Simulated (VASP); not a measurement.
# ScSn3Se (P-6m2) in VASP: notebook, part 2 of 2

VASP 6.6.1. The steps go on from the part before.

## 4. Single point, PBE

File INCAR:

```
ALGO = Normal ; EDIFF = 1E-6
ENCUT = 520 ; GGA = PE
ISIF = 2 ; ISMEAR = 0
LASPH = T ; LCHARG = T
LELF = T ; LREAL = F
LVHAR = T ; LWAVE = F
NBANDS = 38 ; NELM = 60
PREC = Accurate ; SIGMA = 0.1
```

File KPOINTS:

```
k-points
0
Gamma
  6 6 4
```

File POSCAR:

```
ScSn3Se
1.0
    4.7570777362      0.0000000000      0.0000000000
   -2.3785388681      4.1197501673      0.0000000000
    0.0000000000      0.0000000000      6.7863046036
Sc Sn Se
1 3 1
Direct
    0.6666666667      0.3333333333      0.0000000000
    0.3333333333      0.6666666667      0.2743312648
    0.3333333333      0.6666666667      0.7256687352
    0.6666666667      0.3333333333      0.5000000000
    0.0000000000      0.0000000000      0.0000000000
```

Potentials or basis: VASP PAW PBE potentials, release 64 (Sc_sv, Sn_d, Se).

Run with:

```bash
> cat potpaw_PBE.64/Sc_sv/POTCAR potpaw_PBE.64/Sn_d/POTCAR potpaw_PBE.64/Se/POTCAR > POTCAR
> mpirun -np 1 vasp_std > vasp.out
```

OUTCAR:

```text
EDIFF = 1E-6
   ENCUT = 520
   GGA = PE
   ISIF = 2
   ISMEAR = 0
   LASPH = T
   LREAL = F
   NELM = 60
   PREC = Accurate

 ion  position               nearest neighbor table
   1  0.667  0.333  0.000-   5 2.75   5 2.75   5 2.75   3 3.32   2 3.32   3 3.32   2 3.32   2 3.32
                             3 3.32   4 3.39   4 3.39
   2  0.333  0.667  0.274-   3 3.06   4 3.14   4 3.14   4 3.14   1 3.32   1 3.32   1 3.32   3 3.72

   3  0.333  0.667  0.726-   2 3.06   4 3.14   4 3.14   4 3.14   1 3.32   1 3.32   1 3.32   2 3.72

   4  0.667  0.333  0.500-   2 3.14   3 3.14   2 3.14   3 3.14   2 3.14   3 3.14   1 3.39   1 3.39

   5  0.000  0.000  0.000-   1 2.75   1 2.75   1 2.75

  LATTYP: Found a hexagonal cell.
 ALAT       =     4.7570777362
 C/A-ratio  =     1.4265700457

  Lattice vectors:

 A1 = (   4.7570777362,   0.0000000000,   0.0000000000)
 A2 = (  -2.3785388681,   4.1197501673,   0.0000000000)
 A3 = (   0.0000000000,   0.0000000000,   6.7863046036)

Analysis of symmetry for initial positions (statically):
[... 173 lines left out ...]

  energy without entropy =      -23.25164940  energy(sigma->0) =      -23.26608118

 E-fermi :   6.5033     XC(G=0):  -9.8968

 val. band max:        6.5030809307   @ k =   0.3333   0.1667   0.5000
 cond. band min:       6.6170272591   @ k =   0.1667   0.1667   0.5000
 fundamental gap:      0.1139463283
 Fermi energy:         6.5032609234

 k-point     1 :       0.0000    0.0000    0.0000
  band No.  band energies     occupation
      1     -43.8185      2.00000
      2     -22.4657      2.00000
      3     -22.4458      2.00000
      4     -22.4458      2.00000
      5     -15.1708      2.00000
      6     -15.1684      2.00000
[... 850 lines left out ...]
     37      10.4700      0.00000
     38      10.6494      0.00000

------------------------ aborting loop because EDIFF is reached ----------------------------------------

  FORCE on cell =-STRESS in cart. coord.  units (eV):
  Direction    XX          YY          ZZ          XY          YZ          ZX
  --------------------------------------------------------------------------------------
  -------------------------------------------------------------------------------------
  Total        0.2205361      0.2205361      0.1259790      0.0000000     -0.0000000     -0.0000000
  in kB        2.6567206      2.6567206      1.5176249      0.0000000     -0.0000000     -0.0000000
  external PRESSURE =       2.2770220 kB  Pullay stress =       0.0000000 kB

 VOLUME and BASIS-vectors are now :
 -----------------------------------------------------------------------------
  energy-cutoff  :      520.00
  volume of cell :      133.00
      direct lattice vectors                 reciprocal lattice vectors
     4.757077736  0.000000000  0.000000000     0.210213088  0.121366583  0.000000000
    -2.378538868  4.119750167  0.000000000     0.000000000  0.242733166  0.000000000
     0.000000000  0.000000000  6.786304604     0.000000000  0.000000000  0.147355602

 POSITION                                       TOTAL-FORCE (eV/Angst)
 -----------------------------------------------------------------------------------
      2.37854      1.37325      0.00000         0.000000      0.000000      0.000000
     -0.00000      2.74650      1.86170        -0.000000      0.000000     -0.023892
     -0.00000      2.74650      4.92461        -0.000000     -0.000000      0.023892
      2.37854      1.37325      3.39315        -0.000000     -0.000000      0.000000
      0.00000      0.00000      0.00000         0.000000     -0.000000      0.000000
 -----------------------------------------------------------------------------------
    total drift:                               -0.000000      0.000000     -0.000000

  FREE ENERGIE OF THE ION-ELECTRON SYSTEM (eV)
  ---------------------------------------------------
  free  energy   TOTEN  =       -23.2805129618 eV

  energy  without entropy=      -23.2516493997  energy(sigma->0) =      -23.26608118
```

OSZICAR:

```text
N       E                     dE             d eps       ncg     rms          rms(c)
DAV:   1     0.710124048883E+03    0.71012E+03   -0.28537E+04  1632   0.216E+03
DAV:   2     0.755342113676E+02   -0.63459E+03   -0.62326E+03  1604   0.636E+02
DAV:   3    -0.190132419302E+02   -0.94547E+02   -0.92285E+02  1942   0.219E+02
DAV:   4    -0.247197478647E+02   -0.57065E+01   -0.56295E+01  2210   0.568E+01
DAV:   5    -0.249418689903E+02   -0.22212E+00   -0.22191E+00  2268   0.127E+01    0.778E+00
DAV:   6    -0.233619048356E+02    0.15800E+01   -0.48771E+00  2336   0.144E+01    0.320E+00
DAV:   7    -0.233294547113E+02    0.32450E-01   -0.96346E-01  2314   0.781E+00    0.230E+00
DAV:   8    -0.232914867474E+02    0.37968E-01   -0.21746E-01  2244   0.497E+00    0.824E-01
DAV:   9    -0.232809133602E+02    0.10573E-01   -0.65598E-02  2246   0.226E+00    0.219E-01
DAV:  10    -0.232805676953E+02    0.34566E-03   -0.78207E-03  2292   0.102E+00    0.133E-01
DAV:  11    -0.232805041018E+02    0.63593E-04   -0.13664E-03  2100   0.384E-01    0.267E-02
DAV:  12    -0.232805097652E+02   -0.56634E-05   -0.28739E-04  2722   0.140E-01    0.228E-02
DAV:  13    -0.232805129937E+02   -0.32285E-05   -0.60264E-05  2256   0.759E-02    0.748E-03
DAV:  14    -0.232805129618E+02    0.31920E-07   -0.57821E-06  1896   0.205E-02
   1 F= -.23280513E+02 E0= -.23266081E+02  d E =-.288636E-01
```

stdout:

```text
POSCAR found type information on POSCAR ScSnSe
 POSCAR found :  3 types and       5 ions
 scaLAPACK will be used
 LDA part: xc-table for (Slater+PW92), standard interpolation
 POSCAR, INCAR and KPOINTS ok, starting setup
 FFT: planning ... GRIDC
 FFT: planning ... GRID_SOFT
 FFT: planning ... GRID
 WAVECAR not read
 entering main loop
```

Wall time 54 s (1 thread of Intel Xeon 6975P-C (Granite Rapids), shared host); peak memory 0.3 GiB.

What came out:

| Property | Result |
| --- | --- |
| Free energy | -23.2805 eV |
| Pressure | 0.2 GPa |
| Largest force | 0.024 eV/Å |
| Band gap on the k mesh | zero (an odd number of electrons rules out a gap without spin polarisation) |

Forces on the atoms (eV/Å):
```
Sc   0.000  0.000  0.000
Sn   0.000  0.000 -0.024
Sn   0.000  0.000  0.024
Sn   0.000  0.000  0.000
Se   0.000  0.000  0.000
```

Caveat: spin-orbit coupling is left out, which moves the levels of the heavy elements.

## 5. Summary

| cell | k mesh | gap on the mesh (eV) | pressure (GPa) | largest force (eV/Å) |
| --- | --- | --- | --- | --- |
| a = 4.757, b = 4.757, c = 6.786 Å, angles 90.0, 90.0, 120.0°, 5 atoms, atomic positions A | 3 × 3 × 4 | none | -0.1 | 0.02 |
| a = 5.958, b = 5.958, c = 4.643 Å, angles 90.0, 90.0, 120.0°, 5 atoms, atomic positions B | 3 × 3 × 4 | none | 17.8 | 6.45 |
| a = 4.757, b = 4.757, c = 6.786 Å, angles 90.0, 90.0, 120.0°, 5 atoms, atomic positions A | 6 × 6 × 4 | none | 0.2 | 0.02 |

Alike in all rows: task single point; level PBE; potentials or basis VASP PAW PBE potentials, release 64 (Sc_sv, Sn_d, Se); no spin polarisation; cutoff (eV) 520; smearing gaussian 0.1 eV.

Caveats: some runs use coarse meshes; spin-orbit coupling is left out, which moves the levels of the heavy elements; forces of over 1 eV/Å act on the atoms, so gaps and moduli don't describe the material at rest (at least some runs).

Total energies depend on the potentials used, so only differences within one code and one set of settings carry meaning.

The gap in the log of VASP goes by the Fermi energy; the results here count the filled bands.